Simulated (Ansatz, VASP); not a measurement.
# LiCl: VASP beside Ansatz

Contents of INCAR:

```
ALGO = Normal
EDIFF = 1E-6
ENCUT = 520
GGA = PS
ISIF = 2
ISMEAR = 0
LASPH = True
LCHARG = False
LREAL = False
LWAVE = False
NBANDS = 12
NELM = 100
PREC = Accurate
SIGMA = 0.05
```

The input KPOINTS:

```
k-points
0
Gamma
  8 8 8
```

POSCAR

```
LiCl
1.0
    0.0000000000      2.5006410000      2.5006410000
    2.5006410000      0.0000000000      2.5006410000
    2.5006410000      2.5006410000      0.0000000000
Li Cl
1 1
Direct
    0.0000000000      0.0000000000      0.0000000000
    0.5000000000      0.5000000000      0.5000000000
```

Input for Ansatz:

```yaml
crystal:
  lattice:
    - [0.0, 2.500641, 2.500641]
    - [2.500641, 0.0, 2.500641]
    - [2.500641, 2.500641, 0.0]
  atoms:
    - { symbol: Li, position: [0.0, 0.0, 0.0] }
    - { symbol: Cl, position: [0.5, 0.5, 0.5] }
basis:
  ecutwfc: 420
kpoints:
  mp_grid: { grid: [8, 8, 8] }
hamiltonian:
  xc: pbesol
scf:
  occupations: { method: gaussian, width: 0.05 }
output:
  forces: true
  stress: true
  eigenvalues: true
```

Change from the starting cell: strain -0.025 along x and y, -0.025 along z, atoms carried along.

Alike in both runs: task single point; functional PBEsol; k mesh 8 × 8 × 8; occupations gaussian, width 0.05 eV; no spin polarisation.

```csv
,VASP,Ansatz
version,VASP 6.6.1,Ansatz 0.2.0
potentials or method,"VASP PAW PBE potentials, release 64 (Li_sv, Cl), cutoff 520 eV","scalar-relativistic, plane waves, PAW"
valence electrons in the cell,10,10
```

|  | VASP | Ansatz | Ansatz less VASP |
| --- | --- | --- | --- |
| gap on the k mesh at the Fermi level (eV) | 6.59 | 6.58 | -0.011 |
| least direct gap on the mesh (eV) | 6.59 | 6.58 | -0.011 |

VASP's potentials were made for PBE, not for PBEsol.

Noted on VASP's run: the cutoff is short for stress, so the pressure is rough.
